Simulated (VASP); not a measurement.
# Mo (P6/mmm) in VASP: notebook

Runs on Mo. Level: PBE. Tasks: single point.

All numbers are computed with VASP 6.6.1; they aren't measurements. Logs are shortened: lines on timing, memory, paths and dates and some standing lists are left out, and cuts for length are marked.

### Step 1. The cell of the first run

It takes space group P6/mmm (No. 191, hexagonal). Conventional cell: a = 3.758 Å, b = 3.758 Å, c = 2.275 Å, α = 90.00°, β = 90.00°, γ = 120.00°. Within 3.0 Å of Mo (site symmetry 6/mmm) lie 14 Mo at 2.28 to 2.45 Å. Within 2.9 Å of Mo (site symmetry -6m2) lie 11 Mo at 2.17 to 2.45 Å.

This isn't the form of Mo at room conditions, which is bcc.

### Step 2. Single point, PBE

The input, INCAR:

```
SYSTEM = Mo
ALGO = Normal
EDIFF = 1E-6
ENCUT = 520
GGA = PE
ISIF = 2
ISMEAR = -1
LASPH = .True.
LCHARG = .False.
LREAL = .False.
LWAVE = .False.
NBANDS = 28
NELM = 60
PREC = Accurate
SIGMA = 0.1
```

The input, KPOINTS:

```
k-points
0
Gamma
  10 10 13
  0 0 0
```

The input, POSCAR:

```
Mo
1.0
    3.7580426200      0.0000000000      0.0000000000
   -1.8790213100      3.2545603774      0.0000000000
    0.0000000000      0.0000000000      2.2752891934
Mo
3
Direct
    0.0000000000      0.0000000000      0.0000000000
    0.3333333333      0.6666666667      0.5000000000
    0.6666666667      0.3333333333      0.5000000000
```

Potentials or basis: VASP PAW PBE potentials, release 64 (Mo_sv).

The run is started by

```console
$ cat potpaw_PBE.64/Mo_sv/POTCAR > POTCAR
$ mpirun -np 1 vasp_std > vasp.out
```

OUTCAR:

```text
SYSTEM = Mo
   EDIFF = 1E-6
   ENCUT = 520
   GGA = PE
   ISIF = 2
   ISMEAR = -1
   LASPH = .True.
   LREAL = .False.
   NELM = 60
   PREC = Accurate

 ion  position               nearest neighbor table
   1  0.000  0.000  0.000-   2 2.45   3 2.45   2 2.45   3 2.45   2 2.45   2 2.45   3 2.45   3 2.45
                             3 2.45   3 2.45   2 2.45   2 2.45
   2  0.333  0.667  0.500-   3 2.17   3 2.17   3 2.17   1 2.45   1 2.45   1 2.45   1 2.45   1 2.45
                             1 2.45   3 3.14   3 3.14   3 3.14   3 3.14   3 3.14   3 3.14
   3  0.667  0.333  0.500-   2 2.17   2 2.17   2 2.17   1 2.45   1 2.45   1 2.45   1 2.45   1 2.45
                             1 2.45   2 3.14   2 3.14   2 3.14   2 3.14   2 3.14   2 3.14

  LATTYP: Found a hexagonal cell.
 ALAT       =     3.7580426200
 C/A-ratio  =     0.6054452872

  Lattice vectors:

 A1 = (   3.7580426200,   0.0000000000,   0.0000000000)
 A2 = (  -1.8790213100,   3.2545603774,   0.0000000000)
 A3 = (   0.0000000000,   0.0000000000,   2.2752891934)

Analysis of symmetry for initial positions (statically):
=====================================================================
 Subroutine PRICEL returns:
 Original cell was already a primitive cell.

 Routine SETGRP: Setting up the symmetry group for a
 hexagonal supercell.

 Subroutine GETGRP returns: Found 24 space group operations
 (whereof 24 operations were pure point group operations)
 out of a pool of 24 trial point group operations.

The static configuration has the point symmetry D_6h.

Analysis of symmetry for dynamics (positions and initial velocities):
=====================================================================
 Subroutine PRICEL returns:
 Original cell was already a primitive cell.

 Routine SETGRP: Setting up the symmetry group for a
 hexagonal supercell.

 Subroutine GETGRP returns: Found 24 space group operations
 (whereof 24 operations were pure point group operations)
 out of a pool of 24 trial point group operations.

The dynamic configuration has the point symmetry D_6h.

 Subroutine INISYM returns: Found 24 space group operations
 (whereof 24 operations are pure point group operations),
 and found     1 'primitive' translations

----------------------------------------------------------------------------------------

                                     Primitive cell

  volume of cell :      27.8286

  direct lattice vectors                    reciprocal lattice vectors
     3.758042620  0.000000000  0.000000000     0.266095971  0.153630580  0.000000000
[... 89 lines left out ...]
   LREAL  =      F    real-space projection
   EDIFFG = 0.1E-04   stopping-criterion for IOM
   NSW    =      0    number of steps for IOM
   IBRION =     -1    ionic relax: 0-MD 1-quasi-New 2-CG
   NFREE  =      0    steps in history (QN), initial steepest desc. (CG)
   ISIF   =      2    stress and relaxation
   ISYM   =      2    0-nonsym 1-usesym 2-fastsym
   POTIM  = 0.5000    time-step for ionic-motion
   TEBEG  =    0.0;   TEEND  =   0.0 temperature during run
   PSTRESS=    0.0 pullay stress
   NELECT =      42.0000    total number of electrons
   NUPDOWN=      -1.0000    fix difference up-down
   EMIN   =  10.00;   EMAX   =-10.00  energy-range for DOS
   EFERMI =   0.00;   METHOD = LEGACY
   ISMEAR =    -1;   SIGMA  =   0.10  broadening in eV -4-tet -1-fermi 0-gaus
   EFERMI_NEDOS =   21; number of points for ismear=-14 and -15
   IALGO  =     38    algorithm
   IMIX   =      4    mixing-type and parameters
     AMIX     =   0.40;   BMIX     =  1.00
     AMIX_MAG =   1.60;   BMIX_MAG =  1.00
  volume/ion in A,a.u.               =       9.28        62.60
  Fermi-wavevector in a.u.,A,eV,Ry     =   1.877851  3.548623 47.978538  3.526323
  Thomas-Fermi vector in A             =   2.922028
   LORBIT       =      0    0 simple, 1 ext, 2 COOP (PROOUT), +10 PAW based schemes
   GGA     = PE    functional components
   LHFCALC =     F    Hartree Fock is set to
   AEXX    =    0.0000 exact exchange contribution
   IVDW    =     0    specifies the selected vdW correction
   LEPSILON=     F    determine dielectric tensor
   LRPA    =     F    only Hartree local field effects (RPA)
 non-spin polarized calculation
  energy-cutoff  :      520.00
  volume of cell :       27.83
 maximum number of plane-waves:       760
 NGX is ok and might be reduce to    28
   NGX = 13   NGY = 13   NGZ =  9

 number of electron      42.0000004 magnetization

 Free energy of the ion-electron system (eV)
  ---------------------------------------------------
  ext. energy  EPLUGINS =         0.00000000
  ---------------------------------------------------
  free energy    TOTEN  =       -15.62039041 eV

  energy without entropy =      -15.52272053  energy(sigma->0) =      -15.57155547

 E-fermi :  22.6391     XC(G=0): -16.5620

 val. band max:       22.6321162760   @ k =   0.2000  -0.0000   0.2308
 cond. band min:      22.6396662725   @ k =   0.4000   0.2000   0.3077
 fundamental gap:      0.0075499966
 Fermi energy:        22.6391226986

 k-point     1 :       0.0000    0.0000    0.0000
  band No.  band energies     occupation
      1     -39.8936      2.00000
      2     -37.9167      2.00000
      3     -37.6323      2.00000
      4     -15.1449      2.00000
      5     -15.1449      2.00000
      6     -14.0289      2.00000
[... 733 lines left out ...]
     27      28.4512      0.00000
     28      29.9034      0.00000

 [... further k-points ...]

------------------------ aborting loop because EDIFF is reached ----------------------------------------

  FORCE on cell =-STRESS in cart. coord.  units (eV):
  Direction    XX          YY          ZZ          XY          YZ          ZX
  --------------------------------------------------------------------------------------
  -------------------------------------------------------------------------------------
  Total       67.3936805     67.3936805     67.2455835      0.0000000     -0.0000000      0.0000000
  in kB     3880.0660509   3880.0660509   3871.5396447      0.0000000     -0.0000000      0.0000000
  external PRESSURE =    3877.2239155 kB  Pullay stress =       0.0000000 kB

 VOLUME and BASIS-vectors are now :
 -----------------------------------------------------------------------------
  energy-cutoff  :      520.00
  volume of cell :       27.83
      direct lattice vectors                 reciprocal lattice vectors
     3.758042620  0.000000000  0.000000000     0.266095971  0.153630580  0.000000000
    -1.879021310  3.254560377  0.000000000     0.000000000  0.307261161  0.000000000
     0.000000000  0.000000000  2.275289193     0.000000000  0.000000000  0.439504571

 POSITION                                       TOTAL-FORCE (eV/Angst)
 -----------------------------------------------------------------------------------
      0.00000      0.00000      0.00000         0.000000      0.000000      0.000000
     -0.00000      2.16971      1.13764        -0.000000     -0.000000      0.000000
      1.87902      1.08485      1.13764         0.000000      0.000000     -0.000000
 -----------------------------------------------------------------------------------
    total drift:                               -0.000000      0.000000     -0.000000

  FREE ENERGIE OF THE ION-ELECTRON SYSTEM (eV)
  ---------------------------------------------------
  free  energy   TOTEN  =       -15.6203904082 eV

  energy  without entropy=      -15.5227205293  energy(sigma->0) =      -15.57155547
```

It took 48 s on 1 thread of Intel Xeon Platinum 8259CL at 2.50GHz (Skylake/Cascade Lake), shared host; peak memory 0.18 GiB.

Results:

```yaml
Free_energy: -15.6204 eV
Pressure: 387.7 GPa
Band_gap_on_the_k_mesh: zero (bands 21 and 22 overlap by 2.77 eV)
```

Caveat: the cell stands under pressure.

### Step 3. Single point, PBE

The input, INCAR:

```
SYSTEM = Mo
ALGO = Normal
EDIFF = 1E-6
ENCUT = 520
GGA = PE
ISIF = 2
ISMEAR = -1
LASPH = .TRUE.
LCHARG = .FALSE.
LREAL = .FALSE.
LWAVE = .FALSE.
NBANDS = 28
NELM = 100
PREC = Accurate
SIGMA = 0.1
```

The input, KPOINTS:

```
k-points
0
G
  10 10 13
  0 0 0
```

The input, POSCAR:

```
Mo
1.0
    3.7598818440      0.0000000000      0.0000000000
   -1.8799409220      3.2561531921      0.0000000000
    0.0000000000      0.0000000000      2.2736354252
Mo
3
Direct
    0.0000000000      0.0000000000      0.0000000000
    0.3333333333      0.6666666667      0.5000000000
    0.6666666667      0.3333333333      0.5000000000
```

Potentials or basis: VASP PAW PBE potentials, release 64 (Mo_sv).

The run is started by

```console
$ cat potpaw_PBE.64/Mo_sv/POTCAR > POTCAR
$ mpirun -np 1 vasp_std > vasp.out
```

It took 48 s on 1 thread of Intel Xeon Platinum 8259CL at 2.50GHz (Skylake/Cascade Lake), shared host; peak memory 0.18 GiB.

It converged, with:

```yaml
Free_energy: -15.6374 eV
Pressure: 387.5 GPa
Band_gap_on_the_k_mesh: zero (bands 21 and 22 overlap by 2.77 eV)
```

Stress tensor (GPa, compression positive):
```
387.59   0.00   0.00
  0.00 387.59   0.00
  0.00   0.00 387.23
```

Levels at points of the mesh, in eV from the Fermi level:
```tsv
k point	band 19	band 20	band 21	band 22	band 23	band 24
(0.00, 0.00, 0.00)	-2.22	-2.22	-1.13	-1.13	0.71	0.71
(0.50, 0.00, 0.00)	-2.10	-1.64	-1.28	1.52	1.56	5.03
```

Caveat: the cell stands under pressure.
